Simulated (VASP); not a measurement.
# Ru4S in VASP: further runs

Runs on Ru4S. Level: PBE. Tasks: single point.

Program: VASP 6.6.1. These are calculated values, not measurements. Logs are shortened: lines on timing, memory, paths and dates and some standing lists are left out, and cuts for length are marked.

## 1. The cell of the first run

The cell holds a slab with vacuum, 5 atoms: a = 2.720 Å, b = 2.720 Å, c = 21.866 Å, α = 90.00°, β = 90.00°, γ = 120.00°.

## 2. Single point, PBE

INCAR reads:

```
PREC = Accurate
ENCUT = 520
EDIFF = 1E-7
ISMEAR = 0
SIGMA = 0.1
LREAL = F
LASPH = T
NELM = 100
ALGO = Normal
ISIF = 2
LWAVE = F
LCHARG = F
LDIPOL = T
IDIPOL = 3
DIPOL = 0.5 0.5 0.374
GGA = PE
NBANDS = 39
```

KPOINTS reads:

```
Automatic mesh
0
Gamma
  12 12 1
```

POSCAR reads:

```
Ru4S
1.0
    2.7197977462      0.0000000000      0.0000000000
   -1.3598988731      2.3554139414      0.0000000000
    0.0000000000      0.0000000000     21.8663388879
Ru S
4 1
Direct
    0.6666666667      0.3333333333      0.1829295714
    0.3333333333      0.6666666667      0.2811778374
    0.6666666667      0.3333333333      0.3790816285
    0.3333333333      0.6666666667      0.4740774823
    0.6666666667      1.3333333333      0.5551792282
```

Potentials or basis: VASP PAW PBE potentials, release 64 (Ru_pv, S).

On the command line:

```console
> cat potpaw_PBE.64/Ru_pv/POTCAR potpaw_PBE.64/S/POTCAR > POTCAR
> mpirun -np 1 vasp_std > vasp.out
```

OUTCAR:

```text
PREC = Accurate
   ENCUT = 520
   EDIFF = 1E-7
   ISMEAR = 0
   LREAL = F
   LASPH = T
   NELM = 100
   ISIF = 2
   GGA = PE

 ion  position               nearest neighbor table
   1  0.667  0.333  0.183-   2 2.66   2 2.66   2 2.66
   2  0.333  0.667  0.281-   3 2.65   3 2.65   3 2.65   1 2.66   1 2.66   1 2.66
   3  0.667  0.333  0.379-   4 2.60   4 2.60   4 2.60   2 2.65   2 2.65   2 2.65
   4  0.333  0.667  0.474-   5 2.37   5 2.37   5 2.37   3 2.60   3 2.60   3 2.60
   5  0.667  0.333  0.555-   4 2.37   4 2.37   4 2.37

  LATTYP: Found a hexagonal cell.
 ALAT       =     2.7197977462
 C/A-ratio  =     8.0396929950

  Lattice vectors:

 A1 = (   2.7197977462,   0.0000000000,   0.0000000000)
 A2 = (  -1.3598988731,   2.3554139414,   0.0000000000)
 A3 = (   0.0000000000,   0.0000000000,  21.8663388879)

Analysis of symmetry for initial positions (statically):
=====================================================================
 Subroutine PRICEL returns:
 Original cell was already a primitive cell.

 Routine SETGRP: Setting up the symmetry group for a
 hexagonal supercell.

 Subroutine GETGRP returns: Found  6 space group operations
 (whereof  6 operations were pure point group operations)
 out of a pool of 24 trial point group operations.

The static configuration has the point symmetry C_3v.

Analysis of symmetry for dynamics (positions and initial velocities):
=====================================================================
 Subroutine PRICEL returns:
 Original cell was already a primitive cell.

 Routine SETGRP: Setting up the symmetry group for a
 hexagonal supercell.

 Subroutine GETGRP returns: Found  6 space group operations
 (whereof  6 operations were pure point group operations)
 out of a pool of 24 trial point group operations.

The dynamic configuration has the point symmetry C_3v.

 Subroutine INISYM returns: Found  6 space group operations
 (whereof  6 operations are pure point group operations),
 and found     1 'primitive' translations

----------------------------------------------------------------------------------------

                                     Primitive cell

  volume of cell :     140.0812

  direct lattice vectors                    reciprocal lattice vectors
     2.719797746  0.000000000  0.000000000     0.367674398  0.212276913  0.000000000
    -1.359898873  2.355413941  0.000000000     0.000000000  0.424553826  0.000000000
     0.000000000  0.000000000 21.866338888     0.000000000  0.000000000  0.045732393

  length of vectors
     2.719797746  2.719797746 21.866338888     0.424553826  0.424553826  0.045732393

  position of ions in fractional coordinates (direct lattice)
     0.666666667  0.333333333  0.182929571
     0.333333333  0.666666667  0.281177837
     0.666666667  0.333333333  0.379081629
     0.333333333  0.666666667  0.474077482
     0.666666667  0.333333333  0.555179228

  ion indices of the primitive-cell ions
   primitive index   ion index
                 1           1
                 2           2
                 3           3
                 4           4
                 5           5

----------------------------------------------------------------------------------------

 KPOINTS: Automatic mesh

Automatic generation of k-mesh.
 Grid dimensions read from file:
 generate k-points for:   12   12    1

 Generating k-lattice:

  Cartesian coordinates                     Fractional coordinates (reciprocal lattice)
     0.030639533  0.017689743  0.000000000     0.083333333  0.000000000  0.000000000
     0.000000000  0.035379485  0.000000000     0.000000000  0.083333333  0.000000000
     0.000000000  0.000000000  0.045732393     0.000000000  0.000000000  1.000000000

  Length of vectors
     0.035379485  0.035379485  0.045732393

  Shift w.r.t. Gamma in fractional coordinates (k-lattice)
     0.000000000  0.000000000  0.000000000

 Subroutine IBZKPT returns following result:
 ===========================================

 Found     19 irreducible k-points:

 Following reciprocal coordinates:
            Coordinates               Weight
  0.000000  0.000000  0.000000      1.000000
  0.083333  0.000000  0.000000      6.000000
  0.166667  0.000000  0.000000      6.000000
  0.250000 -0.000000  0.000000      6.000000
  0.333333  0.000000  0.000000      6.000000
  0.416667  0.000000  0.000000      6.000000
[... 11 lines left out ...]
  0.333333  0.250000  0.000000     12.000000
  0.333333  0.333333  0.000000      2.000000
   k-points           NKPTS =     19   k-points in BZ     NKDIM =     19   number of bands    NBANDS=     39
   number of dos      NEDOS =    301   number of ions     NIONS =      5
   total plane-waves  NPLWV =  67200
   dimension x,y,z NGX =    20 NGY =   20 NGZ =  168
   dimension x,y,z NGXF=    40 NGYF=   40 NGZF=  336
   ions per type =               4   1
   NGX,Y,Z   is equivalent  to a cutoff of  12.22, 12.22, 12.77 a.u.
   NGXF,Y,Z  is equivalent  to a cutoff of  24.45, 24.45, 25.55 a.u.
 SYSTEM =  unknown system
   PREC   = accura    normal or accurate (medium, high low for compatibility)
   ISTART =      0    job   : 0-new  1-cont  2-samecut
   ICHARG =      2    charge: 1-file 2-atom 10-const
   ISPIN  =      1    spin polarized calculation?
   LNONCOLLINEAR =      F non collinear calculations
   LSORBIT =      F    spin-orbit coupling
   LASPH  =      T    aspherical Exc in radial PAW
   ENCUT  =  520.0 eV  38.22 Ry    6.18 a.u.   5.06  5.06 40.66*2*pi/ulx,y,z
   NELM   =    100;   NELMIN=  2; NELMDL= -5     # of ELM steps
   EDIFF  = 0.1E-06   stopping-criterion for ELM
   LREAL  =      F    real-space projection
   EDIFFG = 0.1E-05   stopping-criterion for IOM
   NSW    =      0    number of steps for IOM
   IBRION =     -1    ionic relax: 0-MD 1-quasi-New 2-CG
   NFREE  =      0    steps in history (QN), initial steepest desc. (CG)
   ISIF   =      2    stress and relaxation
   ISYM   =      2    0-nonsym 1-usesym 2-fastsym
   POTIM  = 0.5000    time-step for ionic-motion
   TEBEG  =    0.0;   TEEND  =   0.0 temperature during run
   PSTRESS=    0.0 pullay stress
   NELECT =      62.0000    total number of electrons
   NUPDOWN=      -1.0000    fix difference up-down
   EMIN   =  10.00;   EMAX   =-10.00  energy-range for DOS
   EFERMI =   0.00;   METHOD = LEGACY
   ISMEAR =     0;   SIGMA  =   0.10  broadening in eV -4-tet -1-fermi 0-gaus
   EFERMI_NEDOS =   21; number of points for ismear=-14 and -15
   IALGO  =     38    algorithm
   IMIX   =      4    mixing-type and parameters
     AMIX     =   0.40;   BMIX     =  1.00
     AMIX_MAG =   1.60;   BMIX_MAG =  1.00
  volume/ion in A,a.u.               =      28.02       189.06
  Fermi-wavevector in a.u.,A,eV,Ry     =   1.247610  2.357641 21.177877  1.556530
  Thomas-Fermi vector in A             =   2.381734
   LORBIT       =      0    0 simple, 1 ext, 2 COOP (PROOUT), +10 PAW based schemes
   GGA     = PE    functional components
   LHFCALC =     F    Hartree Fock is set to
   AEXX    =    0.0000 exact exchange contribution
   IVDW    =     0    specifies the selected vdW correction
   LEPSILON=     F    determine dielectric tensor
   LRPA    =     F    only Hartree local field effects (RPA)
 non-spin polarized calculation
 Gauss-broadening in eV      SIGMA  =   0.10
  energy-cutoff  :      520.00
  volume of cell :      140.08
 maximum number of plane-waves:      3813
   NGX = 11   NGY = 11   NGZ = 81

 dipolmoment           0.000000      0.000000      0.000480 electrons x Angstroem

 number of electron      62.0000019 magnetization

 dipolmoment           0.000000      0.000000     -0.020418 electrons x Angstroem

 Free energy of the ion-electron system (eV)
  ---------------------------------------------------
  ext. energy  EPLUGINS =         0.00000000
  ---------------------------------------------------
  free energy    TOTEN  =       -39.57191991 eV

  energy without entropy =      -39.54225184  energy(sigma->0) =      -39.55708587

 E-fermi :   3.5596     XC(G=0):  -7.3384

 val. band max:        3.5402009598   @ k =   0.0833   0.0833   0.0000
 cond. band min:       3.5797196558   @ k =   0.3333   0.0833   0.0000
 fundamental gap:      0.0395186960
 Fermi energy:         3.5596274353

 k-point     1 :       0.0000    0.0000    0.0000
  band No.  band energies     occupation
      1     -40.2466      2.00000
      2     -39.8083      2.00000
      3     -39.5178      2.00000
      4     -39.5178      2.00000
      5     -39.3507      2.00000
      6     -39.2216      2.00000
[... 31 lines left out ...]
     38       4.6633      0.00000
     39       6.5511      0.00000

 k-point     2 :       0.0833    0.0000    0.0000
  band No.  band energies     occupation
      1     -40.2308      2.00000
      2     -39.8060      2.00000
      3     -39.5713      2.00000
      4     -39.5305      2.00000
      5     -39.3633      2.00000
      6     -39.2541      2.00000
[... 31 lines left out ...]
     38       5.8980      0.00000
     39       5.9664      0.00000

 k-point     3 :       0.1667    0.0000    0.0000
  band No.  band energies     occupation
      1     -40.1883      2.00000
      2     -39.8202      2.00000
      3     -39.6900      2.00000
      4     -39.5652      2.00000
      5     -39.4459      2.00000
      6     -39.3361      2.00000
[... 31 lines left out ...]
     38       5.6213      0.00000
     39       6.1922      0.00000

 k-point     4 :       0.2500   -0.0000    0.0000
  band No.  band energies     occupation
      1     -40.1381      2.00000
      2     -39.9404      2.00000
      3     -39.7576      2.00000
      4     -39.6122      2.00000
      5     -39.5981      2.00000
      6     -39.4500      2.00000
[... 31 lines left out ...]
     38       5.9427      0.00000
     39       6.5063      0.00000
[... 544 lines left out ...]
     38       8.2331      0.00000
     39       9.6117      0.00000

 k-point    18 :       0.3333    0.2500    0.0000
  band No.  band energies     occupation
      1     -40.1689      2.00000
      2     -40.0537      2.00000
      3     -39.9576      2.00000
      4     -39.8091      2.00000
      5     -39.7222      2.00000
      6     -39.6477      2.00000
[... 31 lines left out ...]
     38       9.8898      0.00000
     39      10.5572      0.00000

 k-point    19 :       0.3333    0.3333    0.0000
  band No.  band energies     occupation
      1     -40.1076      2.00000
      2     -40.0471      2.00000
      3     -40.0338      2.00000
      4     -39.7632      2.00000
      5     -39.7431      2.00000
      6     -39.6772      2.00000
[... 31 lines left out ...]
     38      10.4512      0.00000
     39      11.0926      0.00000

------------------------ aborting loop because EDIFF is reached ----------------------------------------

 vacuum level on the upper side and lower side of the slab       (xc-potential included)        -0.396         0.159

  FORCE on cell =-STRESS in cart. coord.  units (eV):
  Direction    XX          YY          ZZ          XY          YZ          ZX
  --------------------------------------------------------------------------------------
  -------------------------------------------------------------------------------------
  Total        3.3006310      3.3006310      1.5423762      0.0000000      0.0000000      0.0000000
  in kB       37.7509285     37.7509285     17.6409094      0.0000000      0.0000000      0.0000000
  external PRESSURE =      31.0475888 kB  Pullay stress =       0.0000000 kB

 VOLUME and BASIS-vectors are now :
 -----------------------------------------------------------------------------
  energy-cutoff  :      520.00
  volume of cell :      140.08
      direct lattice vectors                 reciprocal lattice vectors
     2.719797746  0.000000000  0.000000000     0.367674398  0.212276913  0.000000000
    -1.359898873  2.355413941  0.000000000     0.000000000  0.424553826  0.000000000
     0.000000000  0.000000000 21.866338888     0.000000000  0.000000000  0.045732393

 POSITION                                       TOTAL-FORCE (eV/Angst)
 -----------------------------------------------------------------------------------
      1.35990      0.78514      4.00000        -0.000000      0.000000      0.715452
     -0.00000      1.57028      6.14833         0.000000      0.000000     -0.814915
      1.35990      0.78514      8.28913         0.000000      0.000000     -1.336276
     -0.00000      1.57028     10.36634         0.000000     -0.000000      1.468817
      1.35990      0.78514     12.13974        -0.000000      0.000000     -0.033078
 -----------------------------------------------------------------------------------
    total drift:                               -0.000000     -0.000000      0.001146

  FREE ENERGIE OF THE ION-ELECTRON SYSTEM (eV)
  ---------------------------------------------------
  free  energy   TOTEN  =       -39.5719199063 eV

  energy  without entropy=      -39.5422518354  energy(sigma->0) =      -39.55708587

 vacuum level on the upper side and lower side of the slab         7.958         8.515
```

It took 3.8 min on 1 thread of Oxide Virtual Turin-like, shared host; peak memory 0.25 GiB.

Results:

```yaml
Free_energy: -39.5719 eV
Largest_force: 1.469 eV/Å
Band_gap_on_the_k_mesh: zero (bands 31 and 32 overlap by 2.04 eV)
```

Forces on the atoms (eV/Å):
```
Ru   0.000  0.000  0.715
Ru   0.000  0.000 -0.815
Ru   0.000  0.000 -1.336
Ru   0.000  0.000  1.469
S    0.000  0.000 -0.033
```

Levels at points of the mesh, in eV from the Fermi level:
| k point | band 28 | band 29 | band 30 | band 31 | band 32 | band 33 | band 34 | band 35 |
| --- | --- | --- | --- | --- | --- | --- | --- | --- |
| (0.00, 0.00, 0.00) | -1.93 | -1.46 | -1.46 | -1.16 | -0.33 | -0.33 | 0.62 | 0.62 |
| (0.50, 0.00, 0.00) | -0.81 | 0.70 | 0.91 | 1.13 | 1.19 | 1.41 | 1.60 | 1.99 |

(Continued in part 2 of 2.)

The gap in the log of VASP goes by the Fermi energy; the results here count the filled bands.